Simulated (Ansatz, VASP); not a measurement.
## One calculation of InSe, two programs

```
Se In
1.0
     4.00000    0.00000    0.00000
    -2.00000    3.49874    0.00000
     0.00000    0.00000   51.20000
Se In
4 4
Direct
  0.33153 0.66306 0.17544
  0.33146 0.66292 0.28065
  0.00064 0.00129 0.33852
  0.00051 0.00102 0.44369
  0.99944 0.99888 0.20080
  0.99944 0.99888 0.25535
  0.66856 0.33712 0.36378
  0.66841 0.33682 0.41834
```

Alike in both runs: functional PBE; dispersion D3(BJ); k mesh 10 × 10 × 1; occupations gaussian, width 0.02 eV; no spin polarisation.

Ansatz relaxed the structure, and its values are those at the end. VASP's run is a single point on that final structure, the one shown.

|  | VASP | Ansatz |
| --- | --- | --- |
| version | VASP 6.6.1 | Ansatz 0.2.0 |
| potentials or method | VASP PAW PBE potentials, release 64 (Se, In_d) | scalar-relativistic, plane waves, PAW |
| plane-wave cutoff (eV) | 520 | 420 |
| valence electrons in the cell | 76 | 116 |

```csv
,VASP,Ansatz,Ansatz less VASP
gap on the k mesh at the Fermi level (eV),1.07,1.08,+0.011
least direct gap on the mesh (eV),1.14,1.15,+0.010
rms of the force components (eV/Å),0.008,0.001,-0.0066
```

VASP's potentials hold 76 valence electrons a cell and Ansatz's 116, so a difference there can come from the potentials and not from the codes. Ansatz's warnings: slab cell height set, xc potential rough in thin density.
